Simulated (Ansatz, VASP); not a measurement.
# Two plane-wave programs on ZnS

```xyz
4
Lattice="3.7823 0.0000 0.0000 -1.8911 3.2756 0.0000 0.0000 0.0000 6.2080" Properties=species:S:1:pos:R:3 pbc="T T T"
Zn    0.0000    2.1837    0.0027
Zn    1.8911    1.0919    3.1067
S     0.0000    2.1837    2.3253
S     1.8911    1.0919    5.4293
```

Alike in both runs: task single point; functional PBEsol; k mesh 9 × 9 × 4; non-collinear spin, spin-orbit coupling.

|  | VASP | Ansatz |
| --- | --- | --- |
| version | VASP 6.6.1 | Ansatz 0.2.0 |
| potentials or method | VASP PAW PBE potentials, release 64 (Zn, S), cutoff 520 eV | plane waves, PAW |
| occupations | gaussian, width 0.01 eV | fixed |
| valence electrons in the cell | 36 | 36 |

```tsv
	VASP	Ansatz	Ansatz less VASP
net moment per atom (μB)	0.00	0.00	0.000
```

VASP's potentials were made for PBE, not for PBEsol, and Ansatz warns of the same on its side.
